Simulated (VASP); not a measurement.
# TiO2 (Rutile) (P4_2/mnm) in VASP: notebook

The runs below take TiO2 (Rutile) through single point, with PBE.

Everything below comes from runs of VASP 6.6.1. Logs are shortened: lines on timing, memory, paths and dates and some standing lists are left out, and cuts for length are marked.

**Experimental background.**

From “Shallow Valence Band of Rutile GeO2 and P-type Doping”, 2020, arxiv:2011.08928, for a bulk crystal of TiO2 at 1.6 K: band gap 3.03 eV (direct).

The runs below are set against these values where they give the same quantity.

### Step 1. The cell of the first run

It takes space group P4_2/mnm (No. 136, tetragonal). The conventional cell has a = 4.592 Å, b = 4.592 Å, c = 2.957 Å, α = 90.00°, β = 90.00°, γ = 90.00°. Within 2.6 Å of Ti (site symmetry mmm) lie 6 O at 1.95 to 1.98 Å. Within 2.6 Å of O (site symmetry m2m) lie 3 Ti at 1.95 to 1.98 Å and 1 O at 2.53 Å.

### Step 2. Single point, PBE

The input, INCAR:

```
SYSTEM = TiO2
PREC = Accurate
ENCUT = 520
EDIFF = 1E-7
ISMEAR = 0
SIGMA = 0.1
LREAL = .False.
LASPH = .True.
NELM = 60
ALGO = Normal
ISIF = 2
LWAVE = .False.
LCHARG = .False.
GGA = PE
NBANDS = 33
```

The input, KPOINTS:

```
Automatic mesh
0
Gamma
  4 4 6
  0 0 0
```

The input, POSCAR:

```
TiO2
1.0
    4.5922000000      0.0000000000      0.0000000000
    0.0000000000      4.5922000000      0.0000000000
    0.0000000000      0.0000000000      2.9574000000
Ti O
2 4
Direct
    0.0000000000      0.0000000000      0.0000000000
    0.5000000000      0.5000000000      0.5000000000
    0.3049600000      0.3049600000      0.0000000000
    0.1950400000      0.8049600000      0.5000000000
    0.6950400000      0.6950400000      0.0000000000
    0.8049600000      0.1950400000      0.5000000000
```

Potentials or basis: VASP PAW PBE potentials, release 64 (Ti_sv, O).

On the command line:

```bash
$ cat potpaw_PBE.64/Ti_sv/POTCAR potpaw_PBE.64/O/POTCAR > POTCAR
$ mpirun -np 1 vasp_std > vasp.out
```

OUTCAR:

```text
SYSTEM = TiO2
   PREC = Accurate
   ENCUT = 520
   EDIFF = 1E-7
   ISMEAR = 0
   LREAL = .False.
   LASPH = .True.
   NELM = 60
   ISIF = 2
   GGA = PE

 ion  position               nearest neighbor table
   1  0.000  0.000  0.000-   4 1.95   6 1.95   4 1.95   6 1.95   5 1.98   3 1.98
   2  0.500  0.500  0.500-   3 1.95   5 1.95   3 1.95   5 1.95   4 1.98   6 1.98
   3  0.305  0.305  0.000-   2 1.95   2 1.95   1 1.98
   4  0.195  0.805  0.500-   1 1.95   1 1.95   2 1.98
   5  0.695  0.695  0.000-   2 1.95   2 1.95   1 1.98
   6  0.805  0.195  0.500-   1 1.95   1 1.95   2 1.98

  LATTYP: Found a simple tetragonal cell.
 ALAT       =     4.5922000000
 C/A-ratio  =     0.6440050520

  Lattice vectors:

 A1 = (   4.5922000000,   0.0000000000,   0.0000000000)
 A2 = (   0.0000000000,   4.5922000000,   0.0000000000)
 A3 = (   0.0000000000,   0.0000000000,   2.9574000000)

Analysis of symmetry for initial positions (statically):
=====================================================================
 Subroutine PRICEL returns:
 Original cell was already a primitive cell.

 Routine SETGRP: Setting up the symmetry group for a
 simple tetragonal supercell.

 Subroutine GETGRP returns: Found 16 space group operations
 (whereof  8 operations were pure point group operations)
 out of a pool of 16 trial point group operations.

The static configuration has the point symmetry D_2h.
 The point group associated with its full space group is D_4h.

Analysis of symmetry for dynamics (positions and initial velocities):
=====================================================================
 Subroutine PRICEL returns:
 Original cell was already a primitive cell.

 Routine SETGRP: Setting up the symmetry group for a
 simple tetragonal supercell.

 Subroutine GETGRP returns: Found 16 space group operations
 (whereof  8 operations were pure point group operations)
 out of a pool of 16 trial point group operations.

The dynamic configuration has the point symmetry D_2h.
 The point group associated with its full space group is D_4h.

 Subroutine INISYM returns: Found 16 space group operations
 (whereof  8 operations are pure point group operations),
 and found     1 'primitive' translations

----------------------------------------------------------------------------------------

                                     Primitive cell

  volume of cell :      62.3665

  direct lattice vectors                    reciprocal lattice vectors
     4.592200000  0.000000000  0.000000000     0.217760550  0.000000000  0.000000000
     0.000000000  4.592200000  0.000000000     0.000000000  0.217760550  0.000000000
     0.000000000  0.000000000  2.957400000     0.000000000  0.000000000  0.338134848

  length of vectors
     4.592200000  4.592200000  2.957400000     0.217760550  0.217760550  0.338134848

  position of ions in fractional coordinates (direct lattice)
     0.000000000  0.000000000  0.000000000
     0.500000000  0.500000000  0.500000000
     0.304960000  0.304960000  0.000000000
     0.195040000  0.804960000  0.500000000
     0.695040000  0.695040000  0.000000000
     0.804960000  0.195040000  0.500000000

  ion indices of the primitive-cell ions
   primitive index   ion index
                 1           1
                 2           2
                 3           3
                 4           4
                 5           5
                 6           6

----------------------------------------------------------------------------------------

 KPOINTS: Automatic mesh

Automatic generation of k-mesh.
 Grid dimensions read from file:
 generate k-points for:    4    4    6

 Generating k-lattice:

  Cartesian coordinates                     Fractional coordinates (reciprocal lattice)
     0.054440138  0.000000000  0.000000000     0.250000000  0.000000000  0.000000000
     0.000000000  0.054440138  0.000000000     0.000000000  0.250000000  0.000000000
     0.000000000  0.000000000  0.056355808     0.000000000  0.000000000  0.166666667

  Length of vectors
     0.054440138  0.054440138  0.056355808

  Shift w.r.t. Gamma in fractional coordinates (k-lattice)
     0.000000000  0.000000000  0.000000000

 Subroutine IBZKPT returns following result:
 ===========================================

 Found     24 irreducible k-points:

 Following reciprocal coordinates:
            Coordinates               Weight
  0.000000  0.000000  0.000000      1.000000
  0.250000  0.000000  0.000000      4.000000
  0.500000  0.000000  0.000000      2.000000
  0.250000  0.250000  0.000000      4.000000
  0.500000  0.250000  0.000000      4.000000
  0.500000  0.500000  0.000000      1.000000
[... 16 lines left out ...]
  0.500000  0.250000  0.500000      4.000000
  0.500000  0.500000  0.500000      1.000000
   k-points           NKPTS =     24   k-points in BZ     NKDIM =     24   number of bands    NBANDS=     33
   number of dos      NEDOS =    301   number of ions     NIONS =      6
   total plane-waves  NPLWV =  31104
   dimension x,y,z NGX =    36 NGY =   36 NGZ =   24
   dimension x,y,z NGXF=    72 NGYF=   72 NGZF=   48
   ions per type =               2   4
   NGX,Y,Z   is equivalent  to a cutoff of  13.03, 13.03, 13.49 a.u.
   NGXF,Y,Z  is equivalent  to a cutoff of  26.07, 26.07, 26.98 a.u.
 SYSTEM =  TiO2
   PREC   = accura    normal or accurate (medium, high low for compatibility)
   ISTART =      0    job   : 0-new  1-cont  2-samecut
   ICHARG =      2    charge: 1-file 2-atom 10-const
   ISPIN  =      1    spin polarized calculation?
   LNONCOLLINEAR =      F non collinear calculations
   LSORBIT =      F    spin-orbit coupling
   LASPH  =      T    aspherical Exc in radial PAW
   ENCUT  =  520.0 eV  38.22 Ry    6.18 a.u.   8.54  8.54  5.50*2*pi/ulx,y,z
   NELM   =     60;   NELMIN=  2; NELMDL= -5     # of ELM steps
   EDIFF  = 0.1E-06   stopping-criterion for ELM
   LREAL  =      F    real-space projection
   EDIFFG = 0.1E-05   stopping-criterion for IOM
   NSW    =      0    number of steps for IOM
   IBRION =     -1    ionic relax: 0-MD 1-quasi-New 2-CG
   NFREE  =      0    steps in history (QN), initial steepest desc. (CG)
   ISIF   =      2    stress and relaxation
   ISYM   =      2    0-nonsym 1-usesym 2-fastsym
   POTIM  = 0.5000    time-step for ionic-motion
   TEBEG  =    0.0;   TEEND  =   0.0 temperature during run
   PSTRESS=    0.0 pullay stress
   NELECT =      48.0000    total number of electrons
   NUPDOWN=      -1.0000    fix difference up-down
   EMIN   =  10.00;   EMAX   =-10.00  energy-range for DOS
   EFERMI =   0.00;   METHOD = LEGACY
   ISMEAR =     0;   SIGMA  =   0.10  broadening in eV -4-tet -1-fermi 0-gaus
   EFERMI_NEDOS =   21; number of points for ismear=-14 and -15
   IALGO  =     38    algorithm
   IMIX   =      4    mixing-type and parameters
     AMIX     =   0.40;   BMIX     =  1.00
     AMIX_MAG =   1.60;   BMIX_MAG =  1.00
  volume/ion in A,a.u.               =      10.39        70.15
  Fermi-wavevector in a.u.,A,eV,Ry     =   1.500277  2.835112 30.624403  2.250830
  Thomas-Fermi vector in A             =   2.611798
   LORBIT       =      0    0 simple, 1 ext, 2 COOP (PROOUT), +10 PAW based schemes
   GGA     = PE    functional components
   LHFCALC =     F    Hartree Fock is set to
   AEXX    =    0.0000 exact exchange contribution
   IVDW    =     0    specifies the selected vdW correction
   LEPSILON=     F    determine dielectric tensor
   LRPA    =     F    only Hartree local field effects (RPA)
 non-spin polarized calculation
 Gauss-broadening in eV      SIGMA  =   0.10
  energy-cutoff  :      520.00
  volume of cell :       62.37
 maximum number of plane-waves:      1720
 NGX is ok and might be reduce to    36
   NGX = 17   NGY = 17   NGZ = 11

 number of electron      48.0000022 magnetization

 Free energy of the ion-electron system (eV)
  ---------------------------------------------------
  ext. energy  EPLUGINS =         0.00000000
  ---------------------------------------------------
  free energy    TOTEN  =       -53.64119085 eV

  energy without entropy =      -53.64119085  energy(sigma->0) =      -53.64119085

 E-fermi :   5.3471     XC(G=0): -11.4175

 val. band max:        4.8604142598   @ k =   0.0000   0.0000   0.0000
 cond. band min:       6.7307751767   @ k =   0.0000   0.0000   0.0000
 fundamental gap:      1.8703609169
 Fermi energy:         5.3470630486

 k-point     1 :       0.0000    0.0000    0.0000
  band No.  band energies     occupation
      1     -52.0544      2.00000
      2     -52.0371      2.00000
      3     -28.3639      2.00000
      4     -28.3639      2.00000
      5     -28.1972      2.00000
      6     -28.1972      2.00000
[... 25 lines left out ...]
     32      11.4879      0.00000
     33      11.4889      0.00000

 k-point     2 :       0.2500    0.0000    0.0000
  band No.  band energies     occupation
      1     -52.0518      2.00000
      2     -52.0396      2.00000
      3     -28.3448      2.00000
      4     -28.3432      2.00000
      5     -28.2201      2.00000
      6     -28.2184      2.00000
[... 25 lines left out ...]
     32      11.3010      0.00000
     33      11.3347      0.00000

 k-point     3 :       0.5000    0.0000    0.0000
  band No.  band energies     occupation
      1     -52.0457      2.00000
      2     -52.0457      2.00000
      3     -28.3117      2.00000
      4     -28.3117      2.00000
      5     -28.2537      2.00000
      6     -28.2537      2.00000
[... 25 lines left out ...]
     32      10.9547      0.00000
     33      11.1322      0.00000

 k-point     4 :       0.2500    0.2500    0.0000
  band No.  band energies     occupation
      1     -52.0500      2.00000
      2     -52.0414      2.00000
      3     -28.3702      2.00000
      4     -28.3121      2.00000
      5     -28.2533      2.00000
      6     -28.1934      2.00000
[... 673 lines left out ...]
     32      10.7126      0.00000
     33      10.8757      0.00000

 k-point    23 :       0.5000    0.2500    0.5000
  band No.  band energies     occupation
      1     -52.0052      2.00000
      2     -52.0052      2.00000
      3     -28.5946      2.00000
      4     -28.5946      2.00000
      5     -28.2140      2.00000
      6     -28.2140      2.00000
[... 25 lines left out ...]
     32      10.0744      0.00000
     33      11.6252      0.00000

 k-point    24 :       0.5000    0.5000    0.5000
  band No.  band energies     occupation
      1     -52.0052      2.00000
      2     -52.0052      2.00000
      3     -28.5885      2.00000
      4     -28.5885      2.00000
      5     -28.2202      2.00000
      6     -28.2202      2.00000
[... 25 lines left out ...]
     32      10.7702      0.00000
     33      10.8620      0.00000

------------------------ aborting loop because EDIFF is reached ----------------------------------------

  FORCE on cell =-STRESS in cart. coord.  units (eV):
  Direction    XX          YY          ZZ          XY          YZ          ZX
  --------------------------------------------------------------------------------------
  -------------------------------------------------------------------------------------
  Total        2.4159567      2.4159567      2.2405325     -0.0000000      0.0000000      0.0000000
  in kB       62.0651880     62.0651880     57.5585926     -0.0000000      0.0000000      0.0000000
  external PRESSURE =      60.5629895 kB  Pullay stress =       0.0000000 kB

 VOLUME and BASIS-vectors are now :
 -----------------------------------------------------------------------------
  energy-cutoff  :      520.00
  volume of cell :       62.37
      direct lattice vectors                 reciprocal lattice vectors
     4.592200000  0.000000000  0.000000000     0.217760550  0.000000000  0.000000000
     0.000000000  4.592200000  0.000000000     0.000000000  0.217760550  0.000000000
     0.000000000  0.000000000  2.957400000     0.000000000  0.000000000  0.338134848

 POSITION                                       TOTAL-FORCE (eV/Angst)
 -----------------------------------------------------------------------------------
      0.00000      0.00000      0.00000        -0.000000     -0.000000     -0.000000
      2.29610      2.29610      1.47870        -0.000000     -0.000000     -0.000000
      1.40044      1.40044      0.00000        -0.088840     -0.088840     -0.000000
      0.89566      3.69654      1.47870         0.088840     -0.088840     -0.000000
      3.19176      3.19176      0.00000         0.088840      0.088840      0.000000
      3.69654      0.89566      1.47870        -0.088840      0.088840      0.000000
 -----------------------------------------------------------------------------------
    total drift:                                0.000000      0.000000     -0.000000

  FREE ENERGIE OF THE ION-ELECTRON SYSTEM (eV)
  ---------------------------------------------------
  free  energy   TOTEN  =       -53.6411908482 eV

  energy  without entropy=      -53.6411908482  energy(sigma->0) =      -53.64119085
```

Wall time 21 s (1 thread of Intel Xeon 6975P-C (Granite Rapids), shared host); peak memory 0.19 GiB.

Results:

| Property | Result |
| --- | --- |
| Free energy | -53.6412 eV |
| Pressure | 6.1 GPa |
| Largest force | 0.126 eV/Å |
| Band gap on the k mesh | 1.87 eV, direct |

Forces on the atoms (eV/Å):
```
Ti   0.000  0.000  0.000
Ti   0.000  0.000  0.000
O   -0.089 -0.089  0.000
O    0.089 -0.089  0.000
O    0.089  0.089  0.000
O   -0.089  0.089  0.000
```

Levels at points of the mesh, in eV from the valence-band top:
```
           k point  band 20  band 21  band 22  band 23  band 24  band 25  band 26  band 27  band 28  band 29
(0.00, 0.00, 0.00)    -1.98    -0.70    -0.44    -0.44     0.00     1.87     2.18     2.40     2.50     2.50
(0.50, 0.00, 0.00)    -3.04    -1.64    -1.64    -0.75    -0.75     2.55     2.55     3.02     3.02     3.56
(0.50, 0.50, 0.00)    -2.18    -1.31    -1.31    -1.05    -1.05     1.91     1.91     2.52     2.52     3.83
(0.00, 0.00, 0.50)    -2.75    -2.36    -2.36    -1.42    -1.42     2.96     2.96     3.16     3.16     3.68
(0.50, 0.00, 0.50)    -2.38    -2.04    -2.04    -1.03    -1.03     1.91     1.91     3.19     3.19     3.91
(0.50, 0.50, 0.50)    -2.72    -1.28    -1.28    -0.67    -0.67     2.59     2.59     3.21     3.21     3.22
```

A k mesh can miss the band edges. PBE gaps usually lie below the measured ones, often by a third to a half.

### Step 3. Single point, PBE

This run uses another cell than the first one, of 10.65 Å³/atom, 1.025 times its volume.

The input, INCAR:

```
  PREC = Accurate
  ENCUT = 520
  EDIFF = 1E-7
  ISMEAR = 0
  SIGMA = 0.02
  LREAL = F
  LASPH = T
  NELM = 100
  ALGO = Normal
  ISIF = 2
  LWAVE = F
  LCHARG = T
  GGA = PE
  LELF = T
  LVHAR = T
  NBANDS = 33
```

The input, KPOINTS:

```
regular mesh
0
Gamma
  6 6 10
```

The input, POSCAR:

```
TiO2
1.0
    4.6432749960      0.0000000000      0.0000000000
    0.0000000000      4.6432749960      0.0000000000
    0.0000000000      0.0000000000      2.9638820358
Ti O
2 4
Direct
    0.0000000000      0.0000000000      0.0000000000
    0.5000000000      0.5000000000      0.5000000000
    0.3051282526      0.3051282526      0.0000000000
    0.1948717474      0.8051282526      0.5000000000
    0.6948717474      0.6948717474      0.0000000000
    0.8051282526      0.1948717474      0.5000000000
```

Potentials or basis: VASP PAW PBE potentials, release 64 (Ti_sv, O).

On the command line:

```bash
$ cat potpaw_PBE.64/Ti_sv/POTCAR potpaw_PBE.64/O/POTCAR > POTCAR
$ mpirun -np 1 vasp_std > vasp.out
```

Run time: 48 s. Hardware: 1 thread of Intel Xeon 6975P-C (Granite Rapids), shared host; peak memory 0.23 GiB.

Results (log left out):

* Free energy: -53.6762 eV
* Pressure: 0.7 GPa
* Largest force: 0.029 eV/Å
* Band gap on the k mesh: 1.84 eV, direct

Forces in eV/Å, atoms in the order of the input:
```
Ti   0.000  0.000  0.000
Ti   0.000  0.000  0.000
O   -0.020 -0.020  0.000
O    0.020 -0.020  0.000
O    0.020  0.020  0.000
O   -0.020  0.020  0.000
```

Stress tensor (GPa, compression positive):
```
0.56 0.00 0.00
0.00 0.56 0.00
0.00 0.00 0.88
```

Levels at points of the mesh, in eV from the valence-band top:
```
           k point  band 21  band 22  band 23  band 24  band 25  band 26  band 27  band 28
(0.00, 0.00, 0.00)    -0.67    -0.43    -0.43     0.00     1.84     2.12     2.39     2.47
(0.50, 0.00, 0.00)    -1.55    -1.55    -0.71    -0.71     2.48     2.48     2.95     2.95
(0.50, 0.50, 0.00)    -1.24    -1.24    -1.04    -1.04     1.87     1.87     2.48     2.48
(0.00, 0.00, 0.50)    -2.23    -2.23    -1.40    -1.40     2.88     2.88     3.14     3.14
(0.50, 0.00, 0.50)    -1.99    -1.99    -0.98    -0.98     1.88     1.88     3.16     3.16
(0.50, 0.50, 0.50)    -1.21    -1.21    -0.67    -0.67     2.53     2.53     3.15     3.15
```

### Step 4. Against experiment

Step 3. Against the measured gap of TiO2, 3.03 eV (direct; 1.6 K; quoted in “Shallow Valence Band of Rutile GeO2 and P-type Doping”, 2020, arxiv:2011.08928), the calculated 1.84 eV is off by -1.19 eV. 2 values of this kind are on record in papers (3.03 to 3.05 eV); this one was drawn at random among those near their median. The value is that of PBE on a finite k mesh, which can miss the band edges, without temperature or zero-point motion. Semilocal functionals fall short of measured gaps as a rule.
